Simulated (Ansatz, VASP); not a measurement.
**GaAs in VASP and in Ansatz**

```
CELL_PARAMETERS angstrom
0.00000 2.82685 2.82685
2.82685 0.00000 2.82685
2.82685 2.82685 0.00000
ATOMIC_POSITIONS crystal
Ga 0.00000 0.00000 0.00000
As 0.75000 0.75000 0.75000
```

Alike in both runs: task single point; functional PBE; k mesh 10 × 10 × 10; occupations gaussian, width 0.05 eV; no spin polarisation.

|  | VASP | Ansatz |
| --- | --- | --- |
| version | VASP 6.6.1 | Ansatz 0.2.0 |
| potentials or method | VASP PAW PBE potentials, release 64 (Ga_d, As), cutoff 520 eV | scalar-relativistic, plane waves, PAW |
| valence electrons in the cell | 18 | 28 |

```csv
,VASP,Ansatz,Ansatz less VASP
gap on the k mesh at the Fermi level (eV),0.52,0.52,-0.004
least direct gap on the mesh (eV),0.52,0.52,-0.004
pressure (GPa),3.5,3.3,-0.18
```

VASP's potentials hold 18 valence electrons a cell and Ansatz's 28, so a difference there can come from the potentials and not from the codes.
